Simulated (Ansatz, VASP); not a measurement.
# Ge: VASP beside Ansatz

POSCAR

```
Ge
1.0
    4.0555834319      0.0000000000      0.0000000000
   -2.0277917160      3.5122382792      0.0000000000
    0.0000000000      0.0000000000      6.7017516230
Ge
4
Direct
    0.6666666667      0.3333333333      0.0629814339
    0.3333333333      0.6666666667      0.5629814339
    0.6666666667      0.3333333333      0.4370185661
    0.3333333333      0.6666666667      0.9370185661
```

INCAR.step1

```
SYSTEM = Ge
PREC = Accurate ; ENCUT = 520
ISMEAR = 0 ; SIGMA = 0.03
LREAL = .False. ; LASPH = .True.
NELM = 80 ; NBANDS = 36
GGA = PE ; ALGO = Normal
EDIFF = 1E-4 ; LWAVE = .True.
LCHARG = .False.
```

Contents of INCAR.step2:

```
SYSTEM = Ge
PREC = Accurate ; ENCUT = 520
EDIFF = 1E-7 ; ISMEAR = 0
SIGMA = 0.03 ; LREAL = .False.
LASPH = .True. ; NELM = 80
ALGO = Normal ; ISIF = 2
LWAVE = .False. ; LCHARG = .False.
METAGGA = R2SCAN ; LMIXTAU = .True.
NBANDS = 36 ; ISTART = 1
```

File KPOINTS:

```
regular mesh
0
Gamma
  12 12 6
  0 0 0
```

Input for Ansatz:

```yaml
crystal:
  lattice:
    - [4.0555834319, 0.0, 0.0]
    - [-2.027791716, 3.5122382792, 0.0]
    - [0.0, 0.0, 6.701751623]
  atoms:
    - { symbol: Ge, position: [0.6666666667, 0.3333333333, 0.0629814339] }
    - { symbol: Ge, position: [0.3333333333, 0.6666666667, 0.5629814339] }
    - { symbol: Ge, position: [0.6666666667, 0.3333333333, 0.4370185661] }
    - { symbol: Ge, position: [0.3333333333, 0.6666666667, 0.9370185661] }
basis:
  ecutwfc: 500
kpoints:
  mp_grid: { grid: [12, 12, 6] }
hamiltonian:
  xc: r2scan
scf:
  occupations: { method: gaussian, width: 0.03 }
output:
  forces: true
  stress: true
  eigenvalues: true
```

Change from the starting cell: strain +0.015 along x and y, +0.015 along z, atoms carried along.

Alike in both runs: task single point; functional r2SCAN; k mesh 12 × 12 × 6; occupations gaussian, width 0.03 eV; no spin polarisation.

|  | VASP | Ansatz |
| --- | --- | --- |
| version | VASP 6.6.1 | Ansatz 0.2.0 |
| potentials or method | VASP PAW PBE potentials, release 64 (Ge_d), cutoff 520 eV | scalar-relativistic, plane waves, PAW |
| valence electrons in the cell | 56 | 56 |

Ansatz gave:

```
gap on the k mesh at the Fermi level (eV) : 0.02
least direct gap on the mesh (eV)         : 0.02
pressure (GPa)                            : -2.8
rms of the force components (eV/Å)        : 0.008
```

Estimate VASP's values.

gap on the k mesh at the Fermi level (eV): 0.04; least direct gap on the mesh (eV): 0.04; pressure (GPa): -2.8; rms of the force components (eV/Å): 0.008.

VASP's potentials were made for PBE, not for r2SCAN. Atom by atom the forces differ by 0.001 eV/Å (rms over components).
